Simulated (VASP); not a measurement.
Hf3Si2F:

```
Hf Si F
1.0
    -2.74691    2.74691    4.12997
     2.74691   -2.74691    4.12997
     2.74691    2.74691   -4.12997
Hf Si F
3 2 1
Direct
  0.75000 0.25000 0.50000
  0.25000 0.75000 0.50000
  0.00000 0.00000 0.00000
  0.26929 0.26929 0.00000
  0.73071 0.73071 0.00000
  0.50000 0.50000 0.00000
```

The cell was generated, and may not be a known phase.

| Property | Result |
| --- | --- |
| Program | VASP 6.6.1 |
| Task | relaxation of cell and atoms |
| Functional | PBE |
| Potentials or basis | VASP PAW PBE potentials, release 64 (Hf_pv, Si, F) |
| Cutoff | 600 eV |
| k mesh | 4 × 4 × 4 |
| Occupations | gaussian, width 0.1 eV |
| Spin | no spin polarisation |

At the start: pressure 3.9 GPa; volume 20.78 Å³/atom.

Problem. How do energy, volume and symmetry change on relaxing?

Solution. Over 10 steps the energy falls by 335.4 meV/atom and the volume is 20.52 Å³/atom (-1.3 %); space group I4/mmm (No. 139, to 0.1 Å) before and after.

The path:
```csv
step,energy change (eV),largest force (eV/Å),pressure (GPa),volume (Å³)
1,0.0000,4.6156,3.93,124.65
2,-1.7721,0.4834,-6.16,132.93
3,-1.7708,0.5590,-5.96,132.51
4,-1.9276,0.4587,4.08,118.70
5,-1.9865,0.4850,0.18,123.15
6,-2.0093,0.1524,0.27,122.67
7,-2.0098,0.0878,0.32,122.59
8,-2.0114,0.0358,-0.18,123.24
9,-2.0115,0.0304,-0.24,123.32
10,-2.0122,0.0188,-0.03,123.09
```

Final structure:
```
CELL_PARAMETERS angstrom
-2.59015 2.59015 4.58694
2.59015 -2.59015 4.58694
2.59015 2.59015 -4.58694
ATOMIC_POSITIONS crystal
Hf 0.75000 0.25000 0.50000
Hf 0.25000 0.75000 0.50000
Hf 0.00000 0.00000 0.00000
Si 0.30329 0.30329 0.00000
Si 0.69671 0.69671 0.00000
F 0.50000 0.50000 0.00000
```

Caveat: an odd number of electrons without spin polarisation forces a metal; a magnetic or distorted state may lie lower.
